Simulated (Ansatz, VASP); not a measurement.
## Si in VASP and in Ansatz

INCAR

```
PREC = Accurate
ENCUT = 400
EDIFF = 1E-8
ISMEAR = -1
SIGMA = 0.02
LREAL = False
LASPH = True
NELM = 120
ALGO = Normal
ISIF = 2
LWAVE = False
LCHARG = False
GGA = CA
LEFG = True
NBANDS = 11
GGA_COMPAT = False
```

The input KPOINTS:

```
regular mesh
0
Gamma
  14 14 14
```

File POSCAR:

```
Si
1.0
    0.0000000000      2.7153500000      2.7153500000
    2.7153500000      0.0000000000      2.7153500000
    2.7153500000      2.7153500000      0.0000000000
Si
2
Direct
    0.0000000000      0.0000000000      0.0000000000
    0.2500000000      0.2500000000      0.2500000000
```

Input for Ansatz:

```yaml
crystal:
  lattice:
    - [0.0, 2.71535, 2.71535]
    - [2.71535, 0.0, 2.71535]
    - [2.71535, 2.71535, 0.0]
  atoms:
    - { symbol: Si, position: [0.0, 0.0, 0.0] }
    - { symbol: Si, position: [0.25, 0.25, 0.25] }
kpoints:
  mp_grid: { grid: [14, 14, 14] }
scf:
  occupations: { method: fermi_dirac, width: 0.02 }
hamiltonian:
  xc: lda
  pseudopotentials: { kind: paw }
output:
  forces: true
  stress: true
  populations: true
  efg: { contact_densities: true }
```

Alike in both runs: task electric field gradients; functional LDA; k mesh 14 × 14 × 14; occupations fermi-dirac, width 0.02 eV; no spin polarisation.

```csv
,VASP,Ansatz
version,VASP 6.6.1,Ansatz 0.2.0
potentials or method,"VASP PAW LDA potentials, release 64 (Si)","plane-wave PAW, scalar-relativistic"
plane-wave cutoff (eV),400,420
valence electrons in the cell,8,8
```

```tsv
	VASP	Ansatz	Ansatz less VASP
pressure (GPa)	-1.4	-1.5	-0.03
```

LDA's correlation is that of Perdew and Zunger in VASP and of Perdew and Wang (1992) in Ansatz.
